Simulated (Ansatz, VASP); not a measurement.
# TiH: VASP beside Ansatz

Contents of POSCAR:

```
TiH
1.0
    2.8873230514      0.0000000000      0.0000000000
    0.0000000000      2.8873230514      0.0000000000
    0.0000000000      0.0000000000      4.4748869569
Ti H
2 2
Direct
    0.5000000000      0.0000000000      0.5000000000
    0.0000000000      0.5000000000      0.0000000000
    0.0000000000      0.0000000000      0.2500000000
    0.0000000000      0.0000000000      0.7500000000
```

The input INCAR.step1:

```
SYSTEM = TiH
  ALGO = Normal
  EDIFF = 1E-4
  ENCUT = 520
  GGA = PE
  ISMEAR = -1
  LASPH = .TRUE.
  LCHARG = .FALSE.
  LREAL = .FALSE.
  LWAVE = .TRUE.
  NBANDS = 21
  NELM = 100
  PREC = Accurate
  SIGMA = 0.1
```

The input INCAR.step2:

```
SYSTEM = TiH
  ALGO = Normal
  EDIFF = 1E-7
  ENCUT = 520
  ISIF = 2
  ISMEAR = -1
  ISTART = 1
  LASPH = .TRUE.
  LCHARG = .FALSE.
  LMIXTAU = .TRUE.
  LREAL = .FALSE.
  LWAVE = .FALSE.
  METAGGA = R2SCAN
  NBANDS = 21
  NELM = 100
  PREC = Accurate
  SIGMA = 0.1
```

Contents of KPOINTS:

```
k-points
0
G
  8 8 5
  0 0 0
```

Input for Ansatz:

```yaml
crystal:
  lattice:
    - [2.8873230513984405, 0.0, 0.0]
    - [0.0, 2.8873230513984405, 0.0]
    - [0.0, 0.0, 4.474886956869238]
  atoms:
    - { symbol: Ti, position: [0.5, 0.0, 0.5] }
    - { symbol: Ti, position: [0.0, 0.5, 0.0] }
    - { symbol: H, position: [0.0, 0.0, 0.25] }
    - { symbol: H, position: [0.0, 0.0, 0.75] }
basis:
  ecutwfc: 650.0
kpoints:
  mp_grid:
    grid: [8, 8, 5]
hamiltonian:
  xc: r2scan
scf:
  occupations:
    method: fermi_dirac
output:
  stress: true
```

Alike in both runs: task single point; functional r2SCAN; k mesh 8 × 8 × 5; no spin polarisation.

|  | VASP | Ansatz |
| --- | --- | --- |
| version | VASP 6.6.1 | Ansatz 0.2.0 |
| potentials or method | VASP PAW PBE potentials, release 64 (Ti_sv, H), cutoff 520 eV | plane waves, PAW |
| occupations | fermi-dirac, width 0.1 eV | fermi-dirac |
| valence electrons in the cell | 26 | 26 |

```tsv
	VASP	Ansatz	Ansatz less VASP
pressure (GPa)	9.7	9.2	-0.48
traceless stress, the component that is largest in VASP (GPa)	0.46	0.43	-0.030
```

VASP's potentials were made for PBE, not for r2SCAN.
